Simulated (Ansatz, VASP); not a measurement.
## CsCl in VASP and in Ansatz

The input POSCAR:

```
CsCl
1.0
    4.2179673562      0.0000000000      0.0000000000
    0.0000000000      4.2179673562      0.0000000000
    0.0000000000      0.0000000000      4.2179673562
Cs Cl
1 1
Direct
    0.0000000000      0.0000000000      0.0000000000
    0.5000000000      0.5000000000      0.5000000000
```

The input INCAR.step1:

```
PREC     = Accurate       # precision mode
ENCUT    = 550            # plane-wave cutoff, eV
ISMEAR   = 0              # smearing method
SIGMA    = 0.01           # smearing width, eV
LREAL    = F              # projectors in reciprocal space
LASPH    = T              # aspherical terms in the spheres
NELM     = 120            # most SCF steps
NBANDS   = 15             # bands
GGA      = PE             # functional
ALGO     = Normal         # electronic algorithm
EDIFF    = 1E-5           # SCF threshold, eV
LWAVE    = T              # write WAVECAR
LCHARG   = F              # write CHGCAR
GGA_COMPAT= F
```

The input INCAR.step2:

```
PREC     = Accurate       # precision mode
ENCUT    = 550            # plane-wave cutoff, eV
EDIFF    = 1E-6           # SCF threshold, eV
ISMEAR   = 0              # smearing method
SIGMA    = 0.01           # smearing width, eV
LREAL    = F              # projectors in reciprocal space
LASPH    = T              # aspherical terms in the spheres
NELM     = 120            # most SCF steps
ALGO     = Normal         # electronic algorithm
ISIF     = 2              # what is computed and relaxed
LWAVE    = F              # write WAVECAR
LCHARG   = F              # write CHGCAR
METAGGA  = R2SCAN         # meta-GGA
LMIXTAU  = T            
NBANDS   = 15             # bands
ISTART   = 1            
GGA_COMPAT= F
```

File KPOINTS:

```
regular mesh
0
Gamma
  6 6 6
```

Input for Ansatz:

```yaml
crystal:
  lattice:
    - [4.2179673562, 0.0, 0.0]
    - [0.0, 4.2179673562, 0.0]
    - [0.0, 0.0, 4.2179673562]
  atoms:
    - { symbol: Cs, position: [0.0, 0.0, 0.0] }
    - { symbol: Cl, position: [0.5, 0.5, 0.5] }
kpoints:
  mp_grid: { grid: [6, 6, 6] }
hamiltonian:
  xc: r2scan
scf:
  occupations: { method: fixed }
  n_extra_bands: 4
output:
  forces: true
  stress: true
  eigenvalues: true
```

Alike in both runs: task single point; functional r2SCAN; k mesh 6 × 6 × 6; no spin polarisation.

|  | VASP | Ansatz |
| --- | --- | --- |
| version | VASP 6.6.1 | Ansatz 0.2.0 |
| potentials or method | VASP PAW PBE potentials, release 64 (Cs_sv, Cl) | plane waves, PAW |
| plane-wave cutoff (eV) | 550 | 500 |
| occupations | gaussian, width 0.01 eV | fixed |
| valence electrons in the cell | 16 | 16 |

|  | VASP | Ansatz | Ansatz less VASP |
| --- | --- | --- | --- |
| gap on the k mesh at the Fermi level (eV) | 5.73 | 5.74 | +0.013 |
| pressure (GPa) | -0.9 | -0.9 | -0.02 |

VASP's potentials were made for PBE, not for r2SCAN.

Spin-orbit coupling is off throughout.
